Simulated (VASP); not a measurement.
# CoO (I4/mmm) in VASP: single point with PBEsol

Aim: the single point of CoO with PBEsol.

Everything below comes from runs of VASP 6.6.1. Logs are shortened: lines on timing, memory, paths and dates and some standing lists are left out, and cuts for length are marked.

## Step 1: The cell of the first run

Symmetry: I4/mmm, No. 139, tetragonal system. Conventional cell: a = 3.384 Å, b = 3.384 Å, c = 3.383 Å, α = 90.00°, β = 90.00°, γ = 90.00°. Within 2.2 Å of Co (site symmetry 4/mmm) lie 2 O at 1.69 Å. O (site symmetry 4/mmm) has 2 Co at 1.69 Å within 2.2 Å.

## Step 2: Single point, PBEsol, collinear spin, ferromagnetic start

File INCAR:

```
ALGO = Normal
EDIFF = 1E-6
ENCUT = 520
GGA = PS
ISIF = 2
ISMEAR = 0
ISPIN = 2
LASPH = True
LCHARG = False
LMAXMIX = 4
LORBIT = 11
LREAL = False
LWAVE = False
MAGMOM = 2.74 0.37
NBANDS = 18
NELM = 150
PREC = Accurate
SIGMA = 0.15
```

File KPOINTS:

```
k-points
0
Gamma
  22 22 22
```

File POSCAR:

```
CoO
1.0
    0.0000000000      2.3926483011      1.6916023489
    2.3926483011      0.0000000000      1.6916023489
    2.3926483011      2.3926483011      0.0000000000
Co O
1 1
Direct
    0.0000000000      0.0000000000      0.0000000000
    0.5000000000      0.5000000000      0.5000000000
```

Potentials or basis: VASP PAW PBE potentials, release 64 (Co, O).

On the command line:

```bash
> cat potpaw_PBE.64/Co/POTCAR potpaw_PBE.64/O/POTCAR > POTCAR
> mpirun -np 1 vasp_std > vasp.out
```

OUTCAR:

```text
EDIFF = 1E-6
   ENCUT = 520
   GGA = PS
   ISIF = 2
   ISMEAR = 0
   ISPIN = 2
   LASPH = True
   LORBIT = 11
   LREAL = False
   NELM = 150
   PREC = Accurate

 ion  position               nearest neighbor table
   1  0.000  0.000  0.000-   2 1.69   2 1.69   2 2.39   2 2.39   2 2.39   2 2.39
   2  0.500  0.500  0.500-   1 1.69   1 1.69   1 2.39   1 2.39   1 2.39   1 2.39

  LATTYP: Found a body centered tetragonal cell.
 ALAT       =     3.3837156774
 C/A-ratio  =     0.9998489886

  Lattice vectors:

 A1 = (   0.0000000000,  -2.3926483011,  -1.6916023489)
 A2 = (   0.0000000000,   2.3926483011,  -1.6916023489)
 A3 = (   2.3926483011,   0.0000000000,   1.6916023489)

Analysis of symmetry for initial positions (statically):
=====================================================================
 Subroutine PRICEL returns:
 Original cell was already a primitive cell.

 Routine SETGRP: Setting up the symmetry group for a
 body centered tetragonal supercell.

 Subroutine GETGRP returns: Found 16 space group operations
 (whereof 16 operations were pure point group operations)
 out of a pool of 16 trial point group operations.

The static configuration has the point symmetry D_4h.

Analysis of symmetry for dynamics (positions and initial velocities):
=====================================================================
 Subroutine PRICEL returns:
 Original cell was already a primitive cell.

 Routine SETGRP: Setting up the symmetry group for a
 body centered tetragonal supercell.

 Subroutine GETGRP returns: Found 16 space group operations
 (whereof 16 operations were pure point group operations)
 out of a pool of 16 trial point group operations.

The dynamic configuration has the point symmetry D_4h.

Analysis of structural, dynamic, and magnetic symmetry:
=====================================================================
 Subroutine PRICEL returns:
 Original cell was already a primitive cell.

 Routine SETGRP: Setting up the symmetry group for a
 body centered tetragonal supercell.

 Subroutine GETGRP returns: Found 16 space group operations
 (whereof 16 operations were pure point group operations)
 out of a pool of 16 trial point group operations.

The overall configuration has the point symmetry D_4h.

 Subroutine INISYM returns: Found 16 space group operations
 (whereof 16 operations are pure point group operations),
 and found     1 'primitive' translations

----------------------------------------------------------------------------------------

                                     Primitive cell

  volume of cell :      19.3681

  direct lattice vectors                    reciprocal lattice vectors
     0.000000000  2.392648301  1.691602349    -0.208973462  0.208973462  0.295577740
     2.392648301  0.000000000  1.691602349     0.208973462 -0.208973462  0.295577740
     2.392648301  2.392648301  0.000000000     0.208973462  0.208973462 -0.295577740

  length of vectors
     2.930236236  2.930236236  3.383715677     0.417978488  0.417978488  0.417978488

  position of ions in fractional coordinates (direct lattice)
     0.000000000  0.000000000  0.000000000
     0.500000000  0.500000000  0.500000000

  ion indices of the primitive-cell ions
   primitive index   ion index
                 1           1
                 2           2

----------------------------------------------------------------------------------------

 KPOINTS: k-points

Automatic generation of k-mesh.
 Grid dimensions read from file:
 generate k-points for:   22   22   22

 Generating k-lattice:

  Cartesian coordinates                     Fractional coordinates (reciprocal lattice)
    -0.009498794  0.009498794  0.013435352     0.045454545  0.000000000  0.000000000
     0.009498794 -0.009498794  0.013435352     0.000000000  0.045454545  0.000000000
     0.009498794  0.009498794 -0.013435352     0.000000000  0.000000000  0.045454545

  Length of vectors
     0.018999022  0.018999022  0.018999022

  Shift w.r.t. Gamma in fractional coordinates (k-lattice)
     0.000000000  0.000000000  0.000000000

 Subroutine IBZKPT returns following result:
 ===========================================

 Found    834 irreducible k-points:

 Following reciprocal coordinates:
            Coordinates               Weight
  0.000000  0.000000  0.000000      1.000000
  0.045455 -0.000000  0.000000      8.000000
  0.090909 -0.000000  0.000000      8.000000
  0.136364  0.000000  0.000000      8.000000
  0.181818 -0.000000  0.000000      8.000000
  0.227273 -0.000000  0.000000      8.000000
[... 16 lines left out ...]
  0.500000  0.045455  0.000000      8.000000
 -0.454545  0.045455  0.000000      8.000000
 [... further k-points ...]
   k-points           NKPTS =    834   k-points in BZ     NKDIM =    834   number of bands    NBANDS=     18
   number of dos      NEDOS =    301   number of ions     NIONS =      2
   total plane-waves  NPLWV =  16128
   dimension x,y,z NGX =    24 NGY =   24 NGZ =   28
   dimension x,y,z NGXF=    48 NGYF=   48 NGZF=   56
   ions per type =               1   1
   NGX,Y,Z   is equivalent  to a cutoff of  13.62, 13.62, 13.76 a.u.
   NGXF,Y,Z  is equivalent  to a cutoff of  27.23, 27.23, 27.51 a.u.
 SYSTEM =  unknown system
   PREC   = accura    normal or accurate (medium, high low for compatibility)
   ISTART =      0    job   : 0-new  1-cont  2-samecut
   ICHARG =      2    charge: 1-file 2-atom 10-const
   ISPIN  =      2    spin polarized calculation?
   LNONCOLLINEAR =      F non collinear calculations
   LSORBIT =      F    spin-orbit coupling
   LASPH  =      T    aspherical Exc in radial PAW
   ENCUT  =  520.0 eV  38.22 Ry    6.18 a.u.   5.45  5.45  6.29*2*pi/ulx,y,z
   NELM   =    150;   NELMIN=  2; NELMDL= -5     # of ELM steps
   EDIFF  = 0.1E-05   stopping-criterion for ELM
   LREAL  =      F    real-space projection
   EDIFFG = 0.1E-04   stopping-criterion for IOM
   NSW    =      0    number of steps for IOM
   IBRION =     -1    ionic relax: 0-MD 1-quasi-New 2-CG
   NFREE  =      0    steps in history (QN), initial steepest desc. (CG)
   ISIF   =      2    stress and relaxation
   ISYM   =      2    0-nonsym 1-usesym 2-fastsym
   POTIM  = 0.5000    time-step for ionic-motion
   TEBEG  =    0.0;   TEEND  =   0.0 temperature during run
   PSTRESS=    0.0 pullay stress
   NELECT =      15.0000    total number of electrons
   NUPDOWN=      -1.0000    fix difference up-down
   EMIN   =  10.00;   EMAX   =-10.00  energy-range for DOS
   EFERMI =   0.00;   METHOD = LEGACY
   ISMEAR =     0;   SIGMA  =   0.15  broadening in eV -4-tet -1-fermi 0-gaus
   EFERMI_NEDOS =   21; number of points for ismear=-14 and -15
   IALGO  =     38    algorithm
   IMIX   =      4    mixing-type and parameters
     AMIX     =   0.40;   BMIX     =  1.00
     AMIX_MAG =   1.60;   BMIX_MAG =  1.00
  volume/ion in A,a.u.               =       9.68        65.35
  Fermi-wavevector in a.u.,A,eV,Ry     =   1.503407  2.841027 30.752334  2.260233
  Thomas-Fermi vector in A             =   2.614521
   LORBIT       =     11    0 simple, 1 ext, 2 COOP (PROOUT), +10 PAW based schemes
   GGA     = PS    functional components
   LHFCALC =     F    Hartree Fock is set to
   AEXX    =    0.0000 exact exchange contribution
   IVDW    =     0    specifies the selected vdW correction
   LEPSILON=     F    determine dielectric tensor
   LRPA    =     F    only Hartree local field effects (RPA)
 spin polarized calculation
 Gauss-broadening in eV      SIGMA  =   0.15
  energy-cutoff  :      520.00
  volume of cell :       19.37
 maximum number of plane-waves:       539
 NGX is ok and might be reduce to    24
   NGX = 11   NGY = 11   NGZ = 13

 number of electron      14.9999999 magnetization       2.4583114

 Free energy of the ion-electron system (eV)
  ---------------------------------------------------
  ext. energy  EPLUGINS =         0.00000000
  ---------------------------------------------------
  free energy    TOTEN  =       -13.36373972 eV

  energy without entropy =      -13.34170357  energy(sigma->0) =      -13.35272165

 E-fermi :   7.8591     XC(G=0): -12.5030

 val. band max:        7.8569475247   @ k =  -0.3636  -0.0000   0.3182
 cond. band min:       7.8595907358   @ k =  -0.1364   0.2273   0.0909
 fundamental gap:      0.0026432111
 Fermi energy:         7.8590611374

 spin component 1

 k-point     1 :       0.0000    0.0000    0.0000
  band No.  band energies     occupation
      1     -13.5194      1.00000
      2       3.1845      1.00000
      3       3.6394      1.00000
      4       3.9956      1.00000
      5       3.9956      1.00000
      6       4.3400      1.00000
[... 10 lines left out ...]
     17      27.4784      0.00000
     18      34.2154      0.00000
[... 463 lines left out ...]
 k-point    24 :      -0.4545    0.0455    0.0000
  band No.  band energies     occupation
      1     -12.0219      1.00000
      2      -1.4436      1.00000
      3       0.2958      1.00000
      4       1.0442      1.00000
      5       5.6595      1.00000
      6       5.8967      1.00000
[... 10 lines left out ...]
     17      36.8485      0.00000
     18      38.6843      0.00000

 [... further k-points ...]

 spin component 2

 k-point     1 :       0.0000    0.0000    0.0000
  band No.  band energies     occupation
      1     -13.0009      1.00000
      2       3.5605      1.00000
      3       4.6629      1.00000
      4       4.6629      1.00000
      5       5.2084      1.00000
      6       6.3180      1.00000
[... 10 lines left out ...]
     17      27.7013      0.00000
     18      34.9524      0.00000
[... 463 lines left out ...]
 k-point    24 :      -0.4545    0.0455    0.0000
  band No.  band energies     occupation
      1     -11.4708      1.00000
      2      -0.8289      1.00000
      3       1.2601      1.00000
      4       2.0765      1.00000
      5       7.3158      1.00000
      6       8.2490      0.00012
[... 10 lines left out ...]
     17      37.3365      0.00000
     18      39.0693      0.00000

 [... further k-points ...]
[... 5 lines left out ...]
  --------------------------------------------------------------------------------------
  -------------------------------------------------------------------------------------
  Total        0.1751163      0.1751163     10.1339031      0.0000000     -0.0000000      0.0000000
  in kB       14.4860852     14.4860852    838.3035816      0.0000000     -0.0000000      0.0000000
  external PRESSURE =     289.0919173 kB  Pullay stress =       0.0000000 kB

 VOLUME and BASIS-vectors are now :
 -----------------------------------------------------------------------------
  energy-cutoff  :      520.00
  volume of cell :       19.37
      direct lattice vectors                 reciprocal lattice vectors
     0.000000000  2.392648301  1.691602349    -0.208973462  0.208973462  0.295577740
     2.392648301  0.000000000  1.691602349     0.208973462 -0.208973462  0.295577740
     2.392648301  2.392648301  0.000000000     0.208973462  0.208973462 -0.295577740

 POSITION                                       TOTAL-FORCE (eV/Angst)
 -----------------------------------------------------------------------------------
      0.00000      0.00000      0.00000        -0.000000      0.000000      0.000000
      2.39265      2.39265      1.69160         0.000000     -0.000000      0.000000
 -----------------------------------------------------------------------------------
    total drift:                                0.000000     -0.000000      0.000000

  FREE ENERGIE OF THE ION-ELECTRON SYSTEM (eV)
  ---------------------------------------------------
  free  energy   TOTEN  =       -13.3637397224 eV

  energy  without entropy=      -13.3417035695  energy(sigma->0) =      -13.35272165

 total charge

# of ion       s       p       d       tot
------------------------------------------
    1        0.439   0.587   7.370   8.396
    2        1.573   3.474   0.000   5.047
--------------------------------------------------
tot          2.011   4.061   7.370  13.442

 magnetization (x)

# of ion       s       p       d       tot
------------------------------------------
    1        0.054   0.013   2.036   2.103
    2        0.015   0.265   0.000   0.280
--------------------------------------------------
tot          0.069   0.278   2.036   2.383
```

Run time: 17 min. Hardware: 1 thread of Intel Xeon 8259CL, shared host; peak memory 0.53 GiB.

Results:

- Free energy: -13.3637 eV
- Pressure: 28.9 GPa
- Net moment: 2.46 μB per cell
- Site moments: Co +2.10; O +0.28 μB
- Valence electrons inside the program's atomic spheres: Co 8.40; O 5.05

Caveat: the stress differs along the axes, from 1 to 84 GPa; the PAW data sets were made with another functional, which shifts forces and pressure a little; a cell with one magnetic atom can't hold antiferromagnetic order, which such compounds often take; semilocal functionals often make such compounds metallic where correlation or magnetic order opens a gap, which also shifts bond lengths.
